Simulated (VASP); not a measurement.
# La (P6_3/mmc) in VASP: further runs

La is run at these levels: PBE; tasks: relaxation of shape and atoms at fixed volume.

Everything below comes from runs of VASP 6.6.1. Logs are shortened: lines on timing, memory, paths and dates and some standing lists are left out, and cuts for length are marked.

## 1. The cell of the first run

It takes space group P6_3/mmc (No. 194, hexagonal). The conventional cell has a = 2.851 Å, b = 2.851 Å, c = 4.605 Å, α = 90.00°, β = 90.00°, γ = 120.00°. Within 3.7 Å of La (site symmetry -6m2) lie 12 La at 2.83 to 2.85 Å.

## 2. Relaxation of shape and atoms at fixed volume, PBE

Input file INCAR:

```
SYSTEM = La
PREC = Accurate
ENCUT = 600
EDIFF = 1E-6
ISMEAR = -1
SIGMA = 0.08
LREAL = .False.
LASPH = .True.
NELM = 60
ALGO = Normal
ISIF = 4
LWAVE = .False.
LCHARG = .False.
GGA = PE
IBRION = 2
NSW = 50
EDIFFG = -0.005
```

Input file KPOINTS:

```
regular mesh
0
Gamma
  13 13 7
  0 0 0
```

Input file POSCAR:

```
La
1.0
    2.8505765967      0.0000000000      0.0000000000
   -1.4252882984      2.4686717482      0.0000000000
    0.0000000000      0.0000000000      4.6051372820
La
2
Direct
    0.3333333333      0.6666666667      0.2500000000
    0.6666666667      0.3333333333      0.7500000000
```

Potentials or basis: VASP PAW PBE potentials, release 64 (La).

Launch:

```bash
cat potpaw_PBE.64/La/POTCAR > POTCAR
mpirun -np 1 vasp_std > vasp.out
```

OUTCAR:

```text
SYSTEM = La
   PREC = Accurate
   ENCUT = 600
   EDIFF = 1E-6
   ISMEAR = -1
   LREAL = .False.
   LASPH = .True.
   NELM = 60
   ISIF = 4
   GGA = PE
   IBRION = 2
   NSW = 50
   EDIFFG = -0.005

 ion  position               nearest neighbor table
   1  0.333  0.667  0.250-   2 2.83   2 2.83   2 2.83   2 2.83   2 2.83   2 2.83
   2  0.667  0.333  0.750-   1 2.83   1 2.83   1 2.83   1 2.83   1 2.83   1 2.83

  LATTYP: Found a hexagonal cell.
 ALAT       =     2.8505765967
 C/A-ratio  =     1.6155108013

  Lattice vectors:

 A1 = (   2.8505765967,   0.0000000000,   0.0000000000)
 A2 = (  -1.4252882984,   2.4686717482,   0.0000000000)
 A3 = (   0.0000000000,   0.0000000000,   4.6051372820)

Analysis of symmetry for initial positions (statically):
=====================================================================
 Subroutine PRICEL returns:
 Original cell was already a primitive cell.

 Routine SETGRP: Setting up the symmetry group for a
 hexagonal supercell.

 Subroutine GETGRP returns: Found 24 space group operations
 (whereof 12 operations were pure point group operations)
 out of a pool of 24 trial point group operations.

The static configuration has the point symmetry D_3d.
 The point group associated with its full space group is D_6h.

Analysis of symmetry for dynamics (positions and initial velocities):
=====================================================================
 Subroutine PRICEL returns:
 Original cell was already a primitive cell.

 Routine SETGRP: Setting up the symmetry group for a
 hexagonal supercell.

 Subroutine GETGRP returns: Found 24 space group operations
 (whereof 12 operations were pure point group operations)
 out of a pool of 24 trial point group operations.

The dynamic configuration has the point symmetry D_3d.
 The point group associated with its full space group is D_6h.

 Subroutine INISYM returns: Found 24 space group operations
 (whereof 12 operations are pure point group operations),
 and found     1 'primitive' translations

----------------------------------------------------------------------------------------

                                     Primitive cell

  volume of cell :      32.4070

  direct lattice vectors                    reciprocal lattice vectors
     2.850576597  0.000000000  0.000000000     0.350806220  0.202538065  0.000000000
    -1.425288298  2.468671748  0.000000000     0.000000000  0.405076131  0.000000000
     0.000000000  0.000000000  4.605137282     0.000000000  0.000000000  0.217148792

  length of vectors
     2.850576597  2.850576597  4.605137282     0.405076131  0.405076131  0.217148792

  position of ions in fractional coordinates (direct lattice)
     0.333333333  0.666666667  0.250000000
     0.666666667  0.333333333  0.750000000

  ion indices of the primitive-cell ions
   primitive index   ion index
                 1           1
                 2           2

----------------------------------------------------------------------------------------

 KPOINTS: regular mesh

Automatic generation of k-mesh.
 Grid dimensions read from file:
 generate k-points for:   13   13    7

 Generating k-lattice:

  Cartesian coordinates                     Fractional coordinates (reciprocal lattice)
     0.026985094  0.015579851  0.000000000     0.076923077  0.000000000  0.000000000
     0.000000000  0.031159702  0.000000000     0.000000000  0.076923077  0.000000000
     0.000000000  0.000000000  0.031021256     0.000000000  0.000000000  0.142857143

  Length of vectors
     0.031159702  0.031159702  0.031021256

  Shift w.r.t. Gamma in fractional coordinates (k-lattice)
     0.000000000  0.000000000  0.000000000

 Subroutine IBZKPT returns following result:
 ===========================================

 Found     84 irreducible k-points:

 Following reciprocal coordinates:
            Coordinates               Weight
  0.000000  0.000000  0.000000      1.000000
  0.076923  0.000000  0.000000      6.000000
  0.153846  0.000000  0.000000      6.000000
  0.230769  0.000000  0.000000      6.000000
  0.307692  0.000000  0.000000      6.000000
  0.384615  0.000000  0.000000      6.000000
[... 16 lines left out ...]
  0.076923  0.000000  0.142857     12.000000
  0.153846  0.000000  0.142857     12.000000
 [... further k-points ...]
   k-points           NKPTS =     84   k-points in BZ     NKDIM =     84   number of bands    NBANDS=     15
   number of dos      NEDOS =    301   number of ions     NIONS =      2
   total plane-waves  NPLWV =  23040
   dimension x,y,z NGX =    24 NGY =   24 NGZ =   40
   dimension x,y,z NGXF=    48 NGYF=   48 NGZF=   80
   ions per type =               2
   NGX,Y,Z   is equivalent  to a cutoff of  14.00, 14.00, 14.44 a.u.
   NGXF,Y,Z  is equivalent  to a cutoff of  27.99, 27.99, 28.88 a.u.
 SYSTEM =  La
   PREC   = accura    normal or accurate (medium, high low for compatibility)
   ISTART =      0    job   : 0-new  1-cont  2-samecut
   ICHARG =      2    charge: 1-file 2-atom 10-const
   ISPIN  =      1    spin polarized calculation?
   LNONCOLLINEAR =      F non collinear calculations
   LSORBIT =      F    spin-orbit coupling
   LASPH  =      T    aspherical Exc in radial PAW
   ENCUT  =  600.0 eV  44.10 Ry    6.64 a.u.   5.69  5.69  9.20*2*pi/ulx,y,z
   NELM   =     60;   NELMIN=  2; NELMDL= -5     # of ELM steps
   EDIFF  = 0.1E-05   stopping-criterion for ELM
   LREAL  =      F    real-space projection
   EDIFFG = -.5E-02   stopping-criterion for IOM
   NSW    =     50    number of steps for IOM
   IBRION =      2    ionic relax: 0-MD 1-quasi-New 2-CG
   NFREE  =      1    steps in history (QN), initial steepest desc. (CG)
   ISIF   =      4    stress and relaxation
   ISYM   =      2    0-nonsym 1-usesym 2-fastsym
   POTIM  = 0.5000    time-step for ionic-motion
   TEBEG  =    0.0;   TEEND  =   0.0 temperature during run
   PSTRESS=    0.0 pullay stress
   NELECT =      22.0000    total number of electrons
   NUPDOWN=      -1.0000    fix difference up-down
   EMIN   =  10.00;   EMAX   =-10.00  energy-range for DOS
   EFERMI =   0.00;   METHOD = LEGACY
   ISMEAR =    -1;   SIGMA  =   0.08  broadening in eV -4-tet -1-fermi 0-gaus
   EFERMI_NEDOS =   21; number of points for ismear=-14 and -15
   IALGO  =     38    algorithm
   IMIX   =      4    mixing-type and parameters
     AMIX     =   0.40;   BMIX     =  1.00
     AMIX_MAG =   1.60;   BMIX_MAG =  1.00
  volume/ion in A,a.u.               =      16.20       109.35
  Fermi-wavevector in a.u.,A,eV,Ry     =   1.438808  2.718953 28.166352  2.070168
  Thomas-Fermi vector in A             =   2.557734
   LORBIT       =      0    0 simple, 1 ext, 2 COOP (PROOUT), +10 PAW based schemes
   GGA     = PE    functional components
   LHFCALC =     F    Hartree Fock is set to
   AEXX    =    0.0000 exact exchange contribution
   IVDW    =     0    specifies the selected vdW correction
   LEPSILON=     F    determine dielectric tensor
   LRPA    =     F    only Hartree local field effects (RPA)
 conjugate gradient relaxation of ions
 non-spin polarized calculation
  energy-cutoff  :      600.00
  volume of cell :       32.41
 maximum number of plane-waves:      1099
 NGX is ok and might be reduce to    24
   NGX = 11   NGY = 11   NGZ = 19

--------------------------------------- Ionic step        1  -------------------------------------------

 number of electron      21.9999999 magnetization

 Free energy of the ion-electron system (eV)
  ---------------------------------------------------
  ext. energy  EPLUGINS =         0.00000000
  ---------------------------------------------------
  free energy    TOTEN  =        -3.82381107 eV

  energy without entropy =       -3.78414171  energy(sigma->0) =       -3.80397639

------------------------ aborting loop because EDIFF is reached ----------------------------------------

  FORCE on cell =-STRESS in cart. coord.  units (eV):
  Direction    XX          YY          ZZ          XY          YZ          ZX
  --------------------------------------------------------------------------------------
  -------------------------------------------------------------------------------------
  Total       19.2132920     19.2132920     23.7617115     -0.0000000      0.0000000      0.0000000
  in kB      949.8908874    949.8908874   1174.7613693     -0.0000000      0.0000000      0.0000000
  external PRESSURE =    1024.8477147 kB  Pullay stress =       0.0000000 kB
[... 93 lines left out ...]
  energy  without entropy=       -3.8653526924  energy(sigma->0) =       -3.88302490

--------------------------------------- Ionic step        4  -------------------------------------------

 number of electron      22.0000001 magnetization

 Free energy of the ion-electron system (eV)
  ---------------------------------------------------
  ext. energy  EPLUGINS =         0.00000000
  ---------------------------------------------------
  free energy    TOTEN  =        -3.90077653 eV

  energy without entropy =       -3.86532827  energy(sigma->0) =       -3.88305240

 E-fermi :  19.4609     XC(G=0): -13.5091

 val. band max:       19.4595128691   @ k =   0.3077   0.2308   0.4286
 cond. band min:      19.4687127466   @ k =   0.0000   0.0000   0.1429
 fundamental gap:      0.0091998775
 Fermi energy:        19.4608556457

 k-point     1 :       0.0000    0.0000    0.0000
  band No.  band energies     occupation
      1     -15.3909      2.00000
      2     -12.8399      2.00000
      3      -1.8639      2.00000
      4       6.7011      2.00000
      5       6.7011      2.00000
      6       7.2648      2.00000
      7       7.8525      2.00000
      8       7.8525      2.00000
      9      17.5687      2.00000
     10      19.3273      1.68312
     11      20.7237      0.00000
     12      20.8122      0.00000
     13      21.0940      0.00000
     14      21.0940      0.00000
     15      21.3169      0.00000
[... 397 lines left out ...]
 k-point    24 :       0.1538    0.0000    0.1429
  band No.  band energies     occupation
      1     -14.8639      2.00000
      2     -12.6855      2.00000
      3      -1.0093      2.00000
      4       4.4036      2.00000
      5       5.5904      2.00000
      6       6.0115      2.00000
      7       6.7611      2.00000
      8       7.4698      2.00000
      9      17.4807      2.00000
     10      19.1421      1.96347
     11      19.2020      1.92428
     12      20.5358      0.00000
     13      21.2382      0.00000
     14      21.5187      0.00000
     15      21.7362      0.00000

 [... further k-points ...]
[... 5 lines left out ...]
  --------------------------------------------------------------------------------------
  -------------------------------------------------------------------------------------
  Total       20.4707743     20.4707743     20.4795023     -0.0000000     -0.0000000      0.0000000
  in kB     1012.0598823   1012.0598823   1012.4913880     -0.0000000     -0.0000000      0.0000000
  external PRESSURE =    1012.2037175 kB  Pullay stress =       0.0000000 kB
[... 17 lines left out ...]
  FREE ENERGIE OF THE ION-ELECTRON SYSTEM (eV)
  ---------------------------------------------------
  free  energy   TOTEN  =        -3.9007765293 eV

  energy  without entropy=       -3.8653282668  energy(sigma->0) =       -3.88305240

 reached required accuracy - stopping structural energy minimisation
```

It took 4.8 min on 1 thread of Oxide Virtual Turin-like, shared host; peak memory 0.18 GiB.

Results:

| Item | Value |
| --- | --- |
| Free energy | -3.9008 eV |
| Energy gained by relaxing | 38.5 meV/atom |
| Ionic steps | 4 |
| Pressure after relaxing | 101.2 GPa |
| Band gap on the k mesh | zero (band 11 reaches 21.26 eV, above the bottom of band 12 at 17.23 eV) |

The path:
| step | energy change (eV) | largest force (eV/Å) | pressure (GPa) | volume (Å³) |
| --- | --- | --- | --- | --- |
| 1 | 0.0000 | 0.0000 | 102.48 | 32.41 |
| 2 | 0.0503 | 0.0000 | 103.14 | 32.41 |
| 3 | -0.0769 | 0.0000 | 101.20 | 32.41 |
| 4 | -0.0770 | 0.0000 | 101.22 | 32.41 |

Final structure:
```
La
1.0
     2.80482    0.00000    0.00000
    -1.40241    2.42905    0.00000
     0.00000    0.00000    4.75661
La
2
Direct
  0.33333 0.66667 0.25000
  0.66667 0.33333 0.75000
```

Caveat: spin-orbit coupling is left out, which moves the levels of the heavy elements.

## 3. Relaxation of shape and atoms at fixed volume, PBE

This run uses another cell than the first one, of 18.84 Å³/atom, 1.163 times its volume.

Input file INCAR:

```
SYSTEM = La
  PREC = Accurate
  ENCUT = 600
  EDIFF = 1E-7
  ISMEAR = -1
  SIGMA = 0.08
  LREAL = .FALSE.
  LASPH = .TRUE.
  NELM = 100
  ALGO = Normal
  ISIF = 4
  LWAVE = .FALSE.
  LCHARG = .FALSE.
  GGA = PE
  IBRION = 2
  NSW = 50
  EDIFFG = -0.005
```

Input file KPOINTS:

```
regular mesh
0
G
  13 13 7
  0 0 0
```

Input file POSCAR:

```
La
1.0
    2.9975508893      0.0000000000      0.0000000000
   -1.4987754447      2.5959552193      0.0000000000
    0.0000000000      0.0000000000      4.8425758392
La
2
Direct
    0.3333333333      0.6666666667      0.2500000000
    0.6666666667      0.3333333333      0.7500000000
```

Potentials or basis: VASP PAW PBE potentials, release 64 (La).

Launch:

```bash
cat potpaw_PBE.64/La/POTCAR > POTCAR
mpirun -np 1 vasp_std > vasp.out
```

OUTCAR:

```text
SYSTEM = La
   PREC = Accurate
   ENCUT = 600
   EDIFF = 1E-7
   ISMEAR = -1
   LREAL = .FALSE.
   LASPH = .TRUE.
   NELM = 100
   ISIF = 4
   GGA = PE
   IBRION = 2
   NSW = 50
   EDIFFG = -0.005

 ion  position               nearest neighbor table
   1  0.333  0.667  0.250-   2 2.98   2 2.98   2 2.98   2 2.98   2 2.98   2 2.98
   2  0.667  0.333  0.750-   1 2.98   1 2.98   1 2.98   1 2.98   1 2.98   1 2.98

  LATTYP: Found a hexagonal cell.
 ALAT       =     2.9975508893
 C/A-ratio  =     1.6155108013

  Lattice vectors:

 A1 = (   2.9975508893,   0.0000000000,   0.0000000000)
 A2 = (  -1.4987754447,   2.5959552193,   0.0000000000)
 A3 = (   0.0000000000,   0.0000000000,   4.8425758392)

Analysis of symmetry for initial positions (statically):
[... 373 lines left out ...]
 Fermi energy:        16.7840524197

 k-point     1 :       0.0000    0.0000    0.0000
  band No.  band energies     occupation
      1     -17.0797      2.00000
      2     -15.3250      2.00000
      3      -3.2281      2.00000
      4       3.1773      2.00000
      5       3.1773      2.00000
      6       3.6424      2.00000
      7       4.0129      2.00000
      8       4.0129      2.00000
      9      14.6847      2.00000
     10      16.6712      1.60780
     11      17.0562      0.06451
     12      18.3359      0.00000
     13      18.3359      0.00000
     14      18.3383      0.00000
[... 401 lines left out ...]
      2     -15.2122      2.00000
      3      -2.5745      2.00000
      4       1.5422      2.00000
      5       2.2916      2.00000
      6       2.7121      2.00000
      7       3.2915      2.00000
      8       3.7418      2.00000
      9      15.1408      2.00000
     10      16.5873      1.84246
     11      16.7566      1.16981
     12      17.4566      0.00045
     13      18.3634      0.00000
     14      18.7464      0.00000
     15      18.8151      0.00000

 [... further k-points ...]
[... 5 lines left out ...]
  --------------------------------------------------------------------------------------
  -------------------------------------------------------------------------------------
  Total       12.3911826     12.3911826     12.4057736     -0.0000000      0.0000000     -0.0000000
  in kB      526.8453457    526.8453457    527.4657233     -0.0000001      0.0000000     -0.0000000
  external PRESSURE =     527.0521382 kB  Pullay stress =       0.0000000 kB
[... 17 lines left out ...]
  FREE ENERGIE OF THE ION-ELECTRON SYSTEM (eV)
  ---------------------------------------------------
  free  energy   TOTEN  =        -6.3405685136 eV

  energy  without entropy=       -6.2977432378  energy(sigma->0) =       -6.31915588

 reached required accuracy - stopping structural energy minimisation
```

Run time: 8.1 min. Hardware: 1 thread of Oxide Virtual Turin-like, shared host; peak memory 0.19 GiB.

Results:

| Item | Value |
| --- | --- |
| Free energy | -6.3406 eV |
| Energy gained by relaxing | 21.2 meV/atom |
| Ionic steps | 15 |
| Pressure after relaxing | 52.7 GPa |
| Band gap on the k mesh | zero (band 11 reaches 18.25 eV, above the bottom of band 12 at 14.98 eV) |

Step by step:
```
step  energy change (eV)  largest force (eV/Å)  pressure (GPa)  volume (Å³)
   1              0.0000                0.0000           53.55        37.68
   2             -0.0273                0.0000           52.91        37.68
   3             -0.0424                0.0000           52.70        37.68
   4             -0.0424                0.0000           52.71        37.68
   5             -0.0424                0.0000           52.71        37.68
   6             -0.0424                0.0000           52.71        37.68
   7             -0.0424                0.0000           52.71        37.68
   8             -0.0424                0.0000           52.71        37.68
   9             -0.0424                0.0000           52.71        37.68
  10             -0.0424                0.0000           52.71        37.68
  11             -0.0424                0.0000           52.71        37.68
  12             -0.0424                0.0000           52.71        37.68
  13             -0.0424                0.0000           52.71        37.68
  14             -0.0424                0.0000           52.71        37.68
  15             -0.0424                0.0000           52.71        37.68
```

Final structure:
```xyz
2
Lattice="2.9548 0.0000 0.0000 -1.4774 2.5589 0.0000 0.0000 0.0000 4.9839" Properties=species:S:1:pos:R:3 pbc="T T T"
La    0.0000    1.7059    1.2460
La    1.4774    0.8530    3.7379
```

Caveat: spin-orbit coupling is left out, which moves the levels of the heavy elements.
